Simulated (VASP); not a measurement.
Write the native input for VASP 6.6.1 that does the following.

```yaml
Task: single point
Functional: r2SCAN
Potentials_or_basis: VASP PAW PBE potentials, release 64 (Na_pv, I)
Cutoff: 520 eV
k_mesh: 6 × 6 × 6
Occupations: gaussian, width 0.01 eV
Spin: no spin polarisation
Dipole_correction: no
Further_INCAR_settings: ALGO = Normal; EDIFF = 1e-06; NBANDS = 14
```

Crystal: NaI.

```xyz
2
Lattice="4.0405 0.0000 0.0000 0.0000 4.0405 0.0000 0.0000 0.0000 4.0405" Properties=species:S:1:pos:R:3 pbc="T T T"
Na    0.0000    0.0000    0.0000
I     2.0203    2.0203    2.0203
```

These files were run (other wordings do the same):

POSCAR

```
NaI
1.0
    4.0405365889      0.0000000000      0.0000000000
    0.0000000000      4.0405365889      0.0000000000
    0.0000000000      0.0000000000      4.0405365889
Na I
1 1
Direct
    0.0000000000      0.0000000000      0.0000000000
    0.5000000000      0.5000000000      0.5000000000
```

INCAR.step1

```
SYSTEM = NaI
PREC = Accurate
ENCUT = 520
ISMEAR = 0
SIGMA = 0.01
LREAL = .False.
LASPH = .True.
NELM = 100
NBANDS = 14
GGA = PE
ALGO = Normal
EDIFF = 1E-4
LWAVE = .True.
LCHARG = .False.
```

INCAR.step2

```
SYSTEM = NaI
PREC = Accurate
ENCUT = 520
EDIFF = 1E-6
ISMEAR = 0
SIGMA = 0.01
LREAL = .False.
LASPH = .True.
NELM = 100
ALGO = Normal
ISIF = 2
LWAVE = .False.
LCHARG = .True.
METAGGA = R2SCAN
LMIXTAU = .True.
LELF = .True.
LVHAR = .True.
NBANDS = 14
ISTART = 1
```

KPOINTS

```
Automatic mesh
0
Gamma
  6 6 6
  0 0 0
```

Potentials or basis: VASP PAW PBE potentials, release 64 (Na_pv, I).

Launch:

```sh
$ cat potpaw_PBE.64/Na_pv/POTCAR potpaw_PBE.64/I/POTCAR > POTCAR
$ cp INCAR.step1 INCAR
$ mpirun -np 1 vasp_std > vasp.out
$ cp INCAR.step2 INCAR
$ mpirun -np 1 vasp_std > vasp.out
```

It gave:

```yaml
Pressure: 0.0 GPa
Band_gap_on_the_k_mesh: 3.07 eV, indirect (least direct gap 3.36 eV)
```

Caveat: the PAW data sets were made with another functional, which shifts forces and pressure a little; spin-orbit coupling is left out, which moves the levels of the heavy elements.

It took 48 s on 1 thread of Intel(R) Xeon(R) Platinum 8259CL CPU @ 2.50GHz (Skylake/Cascade Lake), with other jobs on the host, peak memory 0.18 GiB.
